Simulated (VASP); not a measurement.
# C (Fd-3m) in VASP: G0W0 quasiparticle levels with PBE

Aim: the G0W0 quasiparticle levels of C with PBE.

All numbers are computed with VASP 6.6.1; they aren't measurements. Logs are shortened: lines on timing, memory, paths and dates and some standing lists are left out, and cuts for length are marked.

**1. The cell of the first run**

Symmetry: Fd-3m, No. 227, cubic system. Conventional cell: a = 3.572 Å, b = 3.572 Å, c = 3.572 Å, α = 90.00°, β = 90.00°, γ = 90.00°. Within 2.1 Å of C (site symmetry -43m) lie 4 C at 1.55 Å.

**2. G0W0 quasiparticle levels, PBE**

The input, POSCAR:

```
C
1.0
    0.0000000000      1.7857952420      1.7857952420
    1.7857952420      0.0000000000      1.7857952420
    1.7857952420      1.7857952420      0.0000000000
C
2
Direct
    0.0000000000      0.0000000000      0.0000000000
    0.2500000000      0.2500000000      0.2500000000
```

The input, INCAR.step1:

```
ALGO = Normal
EDIFF = 1E-8
ENCUT = 500
GGA = PE
ISMEAR = 0
LASPH = T
LCHARG = F
LREAL = F
LWAVE = T
NELM = 100
PREC = Accurate
SIGMA = 0.01
```

The input, INCAR.step2:

```
ALGO = Exact
EDIFF = 1E-8
ENCUT = 500
GGA = PE
ISMEAR = 0
ISTART = 1
LASPH = T
LCHARG = F
LOPTICS = T
LREAL = F
LWAVE = T
NBANDS = 34
NELM = 1
PREC = Accurate
SIGMA = 0.01
```

The input, INCAR.step3:

```
ALGO = EVGW0
EDIFF = 1E-8
ENCUT = 500
ENCUTGW = 80.0
GGA = PE
ISMEAR = 0
ISTART = 1
LASPH = T
LCHARG = F
LREAL = F
LWAVE = F
NBANDS = 34
NBANDSGW = 12
NELMGW = 1
NOMEGA = 48
PREC = Accurate
PRECFOCK = Fast
SIGMA = 0.01
```

The input, KPOINTS:

```
k-points
0
Gamma
  6 6 6
```

Potentials or basis: VASP PAW PBE potentials, release 64 (C_GW).

The run is started by

```sh
$ cat potpaw_PBE.64/C_GW/POTCAR > POTCAR
$ cp INCAR.step1 INCAR
$ mpirun -np 1 vasp_std > vasp.out
$ cp INCAR.step2 INCAR
$ mpirun -np 1 vasp_std > vasp.out
$ cp INCAR.step3 INCAR
$ mpirun -np 1 vasp_std > vasp.out
```

OUTCAR:

```text
EDIFF = 1E-8
   ENCUT = 500
   ENCUTGW = 80.0
   GGA = PE
   ISMEAR = 0
   ISTART = 1
   LASPH = T
   LREAL = F
   NELMGW = 1
   PREC = Accurate
   PRECFOCK = Fast

 ion  position               nearest neighbor table
   1  0.000  0.000  0.000-   2 1.55   2 1.55   2 1.55   2 1.55
   2  0.250  0.250  0.250-   1 1.55   1 1.55   1 1.55   1 1.55

  LATTYP: Found a face centered cubic cell.
 ALAT       =     3.5715904840

  Lattice vectors:

 A1 = (   0.0000000000,   1.7857952420,   1.7857952420)
 A2 = (   1.7857952420,   0.0000000000,   1.7857952420)
 A3 = (   1.7857952420,   1.7857952420,   0.0000000000)

Analysis of symmetry for initial positions (statically):
=====================================================================
 Subroutine PRICEL returns:
 Original cell was already a primitive cell.

 Routine SETGRP: Setting up the symmetry group for a
 face centered cubic supercell.

 Subroutine GETGRP returns: Found 48 space group operations
 (whereof 24 operations were pure point group operations)
 out of a pool of 48 trial point group operations.

The static configuration has the point symmetry T_d .
 The point group associated with its full space group is O_h .

Analysis of symmetry for dynamics (positions and initial velocities):
=====================================================================
 Subroutine PRICEL returns:
 Original cell was already a primitive cell.

 Routine SETGRP: Setting up the symmetry group for a
 face centered cubic supercell.

 Subroutine GETGRP returns: Found 48 space group operations
 (whereof 24 operations were pure point group operations)
 out of a pool of 48 trial point group operations.

The dynamic configuration has the point symmetry T_d .
 The point group associated with its full space group is O_h .

 Subroutine INISYM returns: Found 48 space group operations
 (whereof 24 operations are pure point group operations),
 and found     1 'primitive' translations

----------------------------------------------------------------------------------------

                                     Primitive cell

  volume of cell :      11.3900

  direct lattice vectors                    reciprocal lattice vectors
     0.000000000  1.785795242  1.785795242    -0.279987307  0.279987307  0.279987307
     1.785795242  0.000000000  1.785795242     0.279987307 -0.279987307  0.279987307
     1.785795242  1.785795242  0.000000000     0.279987307  0.279987307 -0.279987307

  length of vectors
     2.525495851  2.525495851  2.525495851     0.484952241  0.484952241  0.484952241

  position of ions in fractional coordinates (direct lattice)
     0.000000000  0.000000000  0.000000000
     0.250000000  0.250000000  0.250000000

  ion indices of the primitive-cell ions
   primitive index   ion index
                 1           1
                 2           2

----------------------------------------------------------------------------------------

 KPOINTS: k-points

Automatic generation of k-mesh.
 Grid dimensions read from file:
 generate k-points for:    6    6    6

 Generating k-lattice:

  Cartesian coordinates                     Fractional coordinates (reciprocal lattice)
    -0.046664551  0.046664551  0.046664551     0.166666667  0.000000000  0.000000000
     0.046664551 -0.046664551  0.046664551     0.000000000  0.166666667  0.000000000
     0.046664551  0.046664551 -0.046664551     0.000000000  0.000000000  0.166666667

  Length of vectors
     0.080825373  0.080825373  0.080825373

  Shift w.r.t. Gamma in fractional coordinates (k-lattice)
     0.000000000  0.000000000  0.000000000

 Subroutine IBZKPT returns following result:
 ===========================================

 Found     16 irreducible k-points:

 Following reciprocal coordinates:
            Coordinates               Weight
  0.000000  0.000000  0.000000      1.000000
  0.166667  0.000000  0.000000      8.000000
  0.333333  0.000000  0.000000      8.000000
  0.500000  0.000000  0.000000      4.000000
  0.166667  0.166667  0.000000      6.000000
  0.333333  0.166667  0.000000     24.000000
[... 8 lines left out ...]
 -0.333333  0.333333  0.166667     24.000000
 -0.333333  0.500000  0.166667     12.000000
   k-points           NKPTS =     16   k-points in BZ     NKDIM =    216   number of bands    NBANDS=     34
   number of dos      NEDOS =    301   number of ions     NIONS =      2
   total plane-waves  NPLWV =   5832
   dimension x,y,z NGX =    18 NGY =   18 NGZ =   18
   dimension x,y,z NGXF=    36 NGYF=   36 NGZF=   36
   ions per type =               2
   NGX,Y,Z   is equivalent  to a cutoff of  11.85, 11.85, 11.85 a.u.
   NGXF,Y,Z  is equivalent  to a cutoff of  23.70, 23.70, 23.70 a.u.
 SYSTEM =  unknown system
   PREC   = accura    normal or accurate (medium, high low for compatibility)
   ISTART =      1    job   : 0-new  1-cont  2-samecut
   ICHARG =      0    charge: 1-file 2-atom 10-const
   ISPIN  =      1    spin polarized calculation?
   LNONCOLLINEAR =      F non collinear calculations
   LSORBIT =      F    spin-orbit coupling
   LASPH  =      T    aspherical Exc in radial PAW
   ENCUT  =  500.0 eV  36.75 Ry    6.06 a.u.   4.60  4.60  4.60*2*pi/ulx,y,z
   NELM   =     60;   NELMIN=  2; NELMDL=  0     # of ELM steps
   EDIFF  = 0.1E-07   stopping-criterion for ELM
   LREAL  =      F    real-space projection
   EDIFFG = 0.1E-06   stopping-criterion for IOM
   NSW    =      0    number of steps for IOM
   IBRION =     -1    ionic relax: 0-MD 1-quasi-New 2-CG
   NFREE  =      0    steps in history (QN), initial steepest desc. (CG)
   ISIF   =      0    stress and relaxation
   ISYM   =      3    0-nonsym 1-usesym 2-fastsym
   POTIM  = 0.5000    time-step for ionic-motion
   TEBEG  =    0.0;   TEEND  =   0.0 temperature during run
   PSTRESS=    0.0 pullay stress
   NELECT =       8.0000    total number of electrons
   NUPDOWN=      -1.0000    fix difference up-down
   EMIN   =  10.00;   EMAX   =-10.00  energy-range for DOS
   EFERMI =   0.00;   METHOD = LEGACY
   ISMEAR =     0;   SIGMA  =   0.01  broadening in eV -4-tet -1-fermi 0-gaus
   EFERMI_NEDOS =   21; number of points for ismear=-14 and -15
   IALGO  =     38    algorithm
   IMIX   =      4    mixing-type and parameters
     AMIX     =   0.40;   BMIX     =  1.00
     AMIX_MAG =   1.60;   BMIX_MAG =  1.00
  volume/ion in A,a.u.               =       5.70        38.43
  Fermi-wavevector in a.u.,A,eV,Ry     =   1.455224  2.749975 28.812741  2.117677
  Thomas-Fermi vector in A             =   2.572283
   LORBIT       =      0    0 simple, 1 ext, 2 COOP (PROOUT), +10 PAW based schemes
   GGA     = PE    functional components
   LHFCALC =     T    Hartree Fock is set to
   PRECFOCK=fast      Normal, Fast or Accurate (Low or Medium for compatibility)
   ENCUT4O =  -1.0   cutoff for four orbital integrals eV
   NKREDX  =     1    reduce k-point grid by
   NKREDY  =     1    reduce k-point grid by
   NKREDZ  =     1    reduce k-point grid by
   AEXX    =    1.0000 exact exchange contribution
   HFSCREEN=    0.0000 screening length (either q_TF or 0.3 A-1)
   HFSCREENC=   0.0000 screening length for correlation (either q_TF or 0.3 A-1)
   ENCUTFOCK=  -1.0 apply spherical cutoff to Coloumb kernel
   IVDW    =     0    specifies the selected vdW correction
   LEPSILON=     F    determine dielectric tensor
   LRPA    =     F    only Hartree local field effects (RPA)
   LRPAFORCE           =     F    calculate RPA forces
   ENCUTGW             =  80.0    cutoff for response function in eV
   ENCUTGWSOFT         =  64.0    soft cutoff for Coulomb kernel in GW response function in eV
   ENCUTLF             =  -1.0    cutoff for local field effects
   NELMGW              =     1    number of iterations in solving QP/BSE equation
   NELMHF              =     1    number of iterations in the inner HF iteration
   NKREDLFX            =     1    NKREDLFY  =   1   NKREDLFZ  =   1
 non-spin polarized calculation
 Gauss-broadening in eV      SIGMA  =   0.01
  energy-cutoff  :      500.00
  volume of cell :       11.39
 maximum number of plane-waves:       302
  NGX = 12; NGY = 12; NGZ = 12
   NGX =  9   NGY =  9   NGZ =  9
 maximum number of plane-waves:        22
 NGX is ok and might be reduce to    10

 QP shifts <psi_nk| G(iteration)W_0 |psi_nk>: iteration 1
 for sc-GW calculations column KS-energies equals QP-energies in previous step
 and V_xc(KS)=  KS-energies - (<T + V_ion + V_H > + <T+V_H+V_ion>^1  + <V_x>^1)

 k-point   1 :       0.0000    0.0000    0.0000
  band No.  KS-energies  QP-energies   sigma(KS)   V_xc(KS)     V^pw_x(r,r')   Z            occupation Imag(sigma)

      1     -11.7148     -12.9947     -16.4541     -14.7610     -25.3949       0.7560       2.0000       1.4866
      2       9.7055       9.6615     -16.8319     -16.7788     -19.1703       0.8294       2.0000       0.0825
      3       9.7055       9.6615     -16.8319     -16.7788     -19.1703       0.8294       2.0000       0.0825
      4       9.7055       9.6615     -16.8319     -16.7788     -19.1703       0.8294       2.0000       0.0825
      5      15.2858      16.7322     -13.7553     -15.5049      -9.3026       0.8267       0.0000      -0.1074
      6      15.2858      16.7322     -13.7553     -15.5049      -9.3026       0.8267       0.0000      -0.1074
      7      15.2858      16.7322     -13.7553     -15.5049      -9.3026       0.8267       0.0000      -0.1074
      8      22.9338      24.3995     -14.4999     -16.3735      -7.7984       0.7823       0.0000      -0.2454
      9      28.9482      29.4864     -11.1776     -11.8424      -4.3219       0.8095       0.0000      -0.4188
     10      36.1981      37.5535     -12.2232     -13.8590      -5.8890       0.8286       0.0000      -0.5847
     11      36.1981      37.5535     -12.2232     -13.8590      -5.8890       0.8286       0.0000      -0.5847
     12      37.1996      38.0541     -10.4651     -11.4904      -3.2541       0.8334       0.0000      -1.0725

 k-point   2 :       0.1667    0.0000    0.0000
  band No.  KS-energies  QP-energies   sigma(KS)   V_xc(KS)     V^pw_x(r,r')   Z            occupation Imag(sigma)
[... 225 lines left out ...]
      1      -2.4925      -3.4231     -16.9932     -15.7694     -23.3466       0.7605       2.0000       0.4250
      2      -2.4925      -3.4231     -16.9932     -15.7694     -23.3466       0.7605       2.0000       0.4250
      3       1.9261       1.1931     -16.0150     -15.0920     -20.2237       0.7941       2.0000       0.1868
      4       1.9261       1.1931     -16.0150     -15.0920     -20.2237       0.7941       2.0000       0.1868
      5      17.9080      19.0645     -12.8270     -14.2291      -7.6149       0.8248       0.0000      -0.1381
      6      17.9080      19.0645     -12.8270     -14.2291      -7.6149       0.8248       0.0000      -0.1381
      7      24.1638      26.0141     -13.8521     -16.2210      -6.9551       0.7811       0.0000      -0.2916
      8      24.1638      26.0141     -13.8521     -16.2210      -6.9551       0.7811       0.0000      -0.2916
      9      31.3374      32.9944     -13.1285     -15.2354      -5.4786       0.7865       0.0000      -0.6130
     10      31.3374      32.9944     -13.1285     -15.2354      -5.4786       0.7865       0.0000      -0.6130
     11      40.3216      41.5838     -11.8079     -13.3639      -4.2421       0.8112       0.0000      -1.0942
     12      40.3216      41.5838     -11.8079     -13.3639      -4.2421       0.8112       0.0000      -1.0942
```

Wall time 60 s (1 thread of Intel Xeon 8259CL, shared host); peak memory 0.17 GiB.

What came out:

| Quantity | Value |
| --- | --- |
| Band gap on the k mesh, mean-field level | 4.14 eV, indirect (least direct gap 5.58 eV) |
| Quasiparticle gap | 5.14 eV |
| Least direct quasiparticle gap | 7.07 eV |

Caveat: the k points lie up to 0.51 Å⁻¹ apart; bands, screening cutoff and mesh are small and nothing is extrapolated, so the quasiparticle values aren't converged.
